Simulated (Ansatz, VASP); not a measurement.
## HgTe: VASP beside Ansatz

POSCAR

```
HgTe
1.0
    0.0000000000      3.1751475000      3.1267950000
    3.1751475000      0.0000000000      3.1267950000
    3.1751475000      3.1751475000      0.0000000000
Hg Te
1 1
Direct
    0.0000000000      0.0000000000      0.0000000000
    0.7500000000      0.7500000000      0.7500000000
```

Contents of INCAR.step1:

```
SYSTEM = HgTe
ALGO = Normal
EDIFF = 1E-4
ENCUT = 520
GGA = PE
ISMEAR = 0
LASPH = .True.
LCHARG = .False.
LREAL = .False.
LWAVE = .True.
NBANDS = 16
NELM = 60
PREC = Accurate
SIGMA = 0.15
```

INCAR.step2

```
SYSTEM = HgTe
ALGO = Normal
EDIFF = 1E-6
ENCUT = 520
ISIF = 2
ISMEAR = 0
ISTART = 1
LASPH = .True.
LCHARG = .False.
LMIXTAU = .True.
LREAL = .False.
LWAVE = .False.
METAGGA = R2SCAN
NBANDS = 16
NELM = 60
PREC = Accurate
SIGMA = 0.15
```

The input KPOINTS:

```
k-points
0
Gamma
  14 14 14
  0 0 0
```

Input for Ansatz:

```yaml
crystal:
  lattice:
    - [0.0, 3.1751475, 3.126795]
    - [3.1751475, 0.0, 3.126795]
    - [3.1751475, 3.1751475, 0.0]
  atoms:
    - { symbol: Hg, position: [0.0, 0.0, 0.0] }
    - { symbol: Te, position: [0.75, 0.75, 0.75] }
basis:
  ecutwfc: 500
kpoints:
  mp_grid: { grid: [14, 14, 14] }
hamiltonian:
  xc: r2scan
scf:
  occupations: { method: gaussian, width: 0.15 }
output:
  forces: true
  stress: true
  eigenvalues: true
```

Change from the starting cell: strain -0.015 along x and y, -0.030 along z, atoms carried along.

Alike in both runs: task single point; functional r2SCAN; k mesh 14 × 14 × 14; occupations gaussian, width 0.15 eV; no spin polarisation.

```csv
,VASP,Ansatz
version,VASP 6.6.1,Ansatz 0.2.0
potentials or method,"VASP PAW PBE potentials, release 64 (Hg, Te), cutoff 520 eV","scalar-relativistic, plane waves, PAW"
valence electrons in the cell,18,36
```

|  | VASP | Ansatz | Ansatz less VASP |
| --- | --- | --- | --- |
| gap on the k mesh at the Fermi level (eV) | none | none | - |
| pressure (GPa) | 6.5 | 6.4 | -0.10 |
| traceless stress, the component that is largest in VASP (GPa) | 0.10 | 0.10 | -0.002 |

VASP's potentials were made for PBE, not for r2SCAN. A gap of «none» marks a metal or a gap that the smearing closes. VASP's potentials hold 18 valence electrons a cell and Ansatz's 36, so a difference there can come from the potentials and not from the codes.

Neither program's run includes spin-orbit coupling.
